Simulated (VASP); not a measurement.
Runs of VASP 6.6.1 on LiSi4. The structure is that of space group Cmmm (No. 65), or close to it. The cells are those of the table. 

```tsv
task	cell	k mesh	cutoff (eV)	gap on the mesh (eV)	pressure (GPa)	relaxed volume (Å³/atom)	largest force (eV/Å)
single point	a = 6.653, b = 6.653, c = 3.819 Å, angles 90.0, 90.0, 146.8°, 5 atoms	6 × 6 × 6	520	none	-	-	0.01
single point	a = 6.668, b = 6.668, c = 3.807 Å, angles 90.0, 90.0, 146.7°, 5 atoms	10 × 10 × 10	520	none	-	-	0.01
relaxation of cell and atoms	relaxed from a = 5.924, b = 5.924, c = 3.596 Å, angles 90.0, 90.0, 146.1°, 5 atoms	6 × 6 × 6	600	none	-0.2	(a)	0.02
single point	a = 5.924, b = 5.924, c = 3.596 Å, angles 90.0, 90.0, 146.1°, 5 atoms	6 × 6 × 6	520	none	-	-	0.83
relaxation of cell and atoms	relaxed from a = 6.653, b = 6.653, c = 3.819 Å, angles 90.0, 90.0, 146.8°, 5 atoms	10 × 10 × 10	600	none	0.0	18.57	-
```

Alike in all rows: level PBE; potentials or basis VASP PAW PBE potentials, release 64 (Li_sv, Si); no spin polarisation; smearing gaussian 0.1 eV.

Question: Fill in the values left out.

Answer: (a) 18.59.

Caveats: the cutoff is under 1.25 times the usual one of these potentials, so pressure, stress and relaxed cells hold a basis-set (Pulay) error; the volume moved by over 15 % at a fixed basis, so the end points are rough (some runs).

A gap of «none» marks levels without a gap at the run's occupations.
